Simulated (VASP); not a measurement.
Here is a VASP 6.6.1 calculation.

INCAR

```
SYSTEM = ScRu3
PREC = Accurate
ENCUT = 560
EDIFF = 1E-6
ISMEAR = 0
SIGMA = 0.1
LREAL = .FALSE.
LASPH = .TRUE.
NELM = 200
ALGO = Normal
ISIF = 2
LWAVE = .FALSE.
LCHARG = .TRUE.
ISPIN = 2
MAGMOM = 1 1 1 1
LORBIT = 11
LMAXMIX = 4
GGA = PE
LELF = .TRUE.
LVHAR = .TRUE.
NBANDS = 42
GGA_COMPAT = .FALSE.
```

The input KPOINTS:

```
regular mesh
0
G
  4 4 4
  0 0 0
```

POSCAR

```
ScRu3
1.0
    2.2922439235     -3.7315032680      0.0000000000
    2.2922439235      3.7315032680      0.0000000000
    0.0000000000      0.0000000000      4.8896352925
Sc Ru
1 3
Direct
    0.0000000000      0.0000000000      0.0000000000
    0.3399496144      0.6600503856      0.5000000000
    0.6600503856      0.3399496144      0.5000000000
    0.0000000000      0.0000000000      0.5000000000
```

Potentials or basis: VASP PAW PBE potentials, release 64 (Sc_sv, Ru_sv).

Run with:

```bash
$ cat potpaw_PBE.64/Sc_sv/POTCAR potpaw_PBE.64/Ru_sv/POTCAR > POTCAR
$ mpirun -np 1 vasp_std > vasp.out
```

(1) Predict the net moment.

(2) What does it give for the pressure?

(3) What does it give for the site moments?

Answers

(1) 1.18 μB per cell.

(2) 0.3 GPa.

(3) Sc -0.02; Ru +0.43, +0.22 (each value once) μB.

Caveat: the k points lie up to 0.40 Å⁻¹ apart.
